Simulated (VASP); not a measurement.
Write the native input for VASP 6.6.1 that does the following.

* Task: single point
* Functional: LDA
* Potentials or basis: VASP PAW LDA potentials, release 64 (Ta_sv_GW, N)
* Cutoff: 700 eV
* k mesh: 15 × 15 × 8
* Occupations: gaussian, width 0.15 eV
* Spin: no spin polarisation
* Dipole correction: no
* Further INCAR settings: ALGO = Normal; EDIFF = 1e-06; NBANDS = 22

The structure of Ta2N lies in POSCAR:

```
Ta2N
1.0
    3.0618406011      0.0000000000      0.0000000000
   -1.5309203006      2.6516317429      0.0000000000
    0.0000000000      0.0000000000      4.4520612878
Ta N
2 1
Direct
    0.6666666667      0.3333333333      0.7466885012
    0.3333333333      0.6666666667      0.2533114988
    0.0000000000      0.0000000000      0.0000000000
```

This cell differs from its parent crystal: engineering shear strain xy +0.0000, normal strain along z -0.0700.

One way to write it, as run:

INCAR

```
PREC     = Accurate       # precision mode
ENCUT    = 700            # plane-wave cutoff, eV
EDIFF    = 1E-6           # SCF threshold, eV
ISMEAR   = 0              # smearing method
SIGMA    = 0.15           # smearing width, eV
LREAL    = F              # projectors in reciprocal space
LASPH    = T              # aspherical terms in the spheres
NELM     = 120            # most SCF steps
ALGO     = Normal         # electronic algorithm
ISIF     = 2              # what is computed and relaxed
LWAVE    = F              # write WAVECAR
LCHARG   = F              # write CHGCAR
NBANDS   = 22             # bands
GGA_COMPAT= F
```

KPOINTS

```
regular mesh
0
Gamma
  15 15 8
```

Potentials or basis: VASP PAW LDA potentials, release 64 (Ta_sv_GW, N).

Command:

```bash
$ cat potpaw_LDA.64/Ta_sv_GW/POTCAR potpaw_LDA.64/N/POTCAR > POTCAR
$ mpirun -np 1 vasp_std > vasp.out
```

Results of the run:

* Pressure: 28.6 GPa
* Largest force: 0.040 eV/Å
* Band gap on the k mesh: zero (an odd number of electrons rules out a gap without spin polarisation)

Caveat: the cell differs from its parent crystal (engineering shear strain xy +0.0000, normal strain along z -0.0700); the stress differs along the axes, from 22 to 43 GPa; spin-orbit coupling is left out, which moves the levels of the heavy elements.

Wall time 3.3 min on 1 thread of Intel(R) Xeon(R) Platinum 8375C CPU @ 2.90GHz (Ice Lake) (shared host), peak memory 0.34 GiB.
